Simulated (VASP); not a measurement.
Write the native input for VASP 6.6.1 that does the following.

```yaml
Task: single point
Functional: PBEsol
Dispersion: D3(BJ)
Potentials_or_basis: VASP PAW PBE potentials, release 64 (Cu)
Cutoff: 520 eV
k_mesh: 6 × 26 × 4
Occupations: gaussian, width 0.15 eV
Spin: no spin polarisation
Dipole_correction: no
Further_INCAR_settings: ALGO = Fast; EDIFF = 1e-06; NBANDS = 12
```

The structure of Cu lies in POSCAR:

```
Cu
1.0
    9.8330740458      0.0000000000      0.0000014014
    0.0000000000      1.9164398067      0.0000000000
   -3.9056259950      0.0000000000     21.7431577353
Cu
1
Direct
    0.5000000000      0.5000000000      0.5000000000
```

This cell differs from its parent crystal: strain -0.1500 x Voigt [1, 1, 0, 0, 0, 0].

These files were run (other wordings do the same):

INCAR

```
PREC = Accurate
ENCUT = 520
EDIFF = 1E-6
ISMEAR = 0
SIGMA = 0.15
LREAL = False
LASPH = True
NELM = 100
ALGO = Fast
ISIF = 2
LWAVE = False
LCHARG = False
GGA = PS
IVDW = 12
NBANDS = 12
```

KPOINTS

```
regular mesh
0
Gamma
  6 26 4
```

Potentials or basis: VASP PAW PBE potentials, release 64 (Cu).

The run is started by

```sh
$ cat potpaw_PBE.64/Cu/POTCAR > POTCAR
$ mpirun -np 1 vasp_std > vasp.out
```

It gave:

```json
{
 "Pressure": "1.3 GPa",
 "Band gap on the k mesh": "zero (an odd number of electrons rules out a gap without spin polarisation)",
 "Dispersion energy per atom": "-0.035 eV"
}
```

Caveat: the cell differs from its parent crystal (strain -0.1500 x Voigt [1, 1, 0, 0, 0, 0]); the PAW data sets were made with another functional, which shifts forces and pressure a little.

It took 15 min on 1 thread of AMD EPYC 9R45 96-Core Processor (Zen 5) (shared host), peak memory 1.1 GiB.
